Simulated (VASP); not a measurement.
Set up this calculation in VASP 6.6.1, as the native input.

- Task: single point
- Functional: PBE
- Potentials or basis: VASP PAW PBE potentials, release 64 (Ge_d, Cl)
- Cutoff: 520 eV
- k mesh: 4 × 4 × 2
- Occupations: gaussian, width 0.1 eV
- Spin: no spin polarisation
- Dipole correction: no
- Further INCAR settings: ALGO = Fast; EDIFF = 1e-07; NBANDS = 45

The structure of GeCl3 lies in POSCAR:

```
GeCl3
1.0
    4.4741212394      0.0059565172      0.0038576010
    0.0070619127      5.9577524976     -0.0023106220
   -0.1294729594     -0.1611116627     11.6774610014
Ge Cl
2 6
Direct
    0.4965473267      0.4284874783      0.6911871951
    0.5031481330      0.5713565425      0.1877798214
    0.4931487136      0.2276767008      0.5329042196
    0.4985506281      0.7758247292      0.0335710570
    0.5010845246      0.1900115438      0.8318349760
    0.5059496295      0.8065898633      0.3332130599
    0.9995466751      0.5942658261      0.6979685119
    0.0020243693      0.4057873159      0.1915411590
```

One way to write it, as run:

INCAR

```
SYSTEM = GeCl3
ALGO     = Fast           ! electronic algorithm
EDIFF    = 1E-7           ! SCF threshold, eV
ENCUT    = 520            ! plane-wave cutoff, eV
GGA      = PE             ! functional
ISIF     = 2              ! what is computed and relaxed
ISMEAR   = 0              ! smearing method
LASPH    = .TRUE.         ! aspherical terms in the spheres
LCHARG   = .FALSE.        ! write CHGCAR
LREAL    = .FALSE.        ! projectors in reciprocal space
LWAVE    = .FALSE.        ! write WAVECAR
NBANDS   = 45             ! bands
NELM     = 60             ! most SCF steps
PREC     = Accurate       ! precision mode
SIGMA    = 0.1            ! smearing width, eV
```

KPOINTS

```
k-points
0
G
  4 4 2
  0 0 0
```

Potentials or basis: VASP PAW PBE potentials, release 64 (Ge_d, Cl).

Command:

```console
$ cat potpaw_PBE.64/Ge_d/POTCAR potpaw_PBE.64/Cl/POTCAR > POTCAR
$ mpirun -np 1 vasp_std > vasp.out
```

Results of the run:

* Pressure: -0.1 GPa
* Largest force: 0.051 eV/Å
* Band gap on the k mesh: zero (bands 35 and 36 overlap by 2.53 eV)

Run time: 6.3 min on 1 thread of Oxide Virtual Turin-like Processor (shared host), peak memory 0.46 GiB.
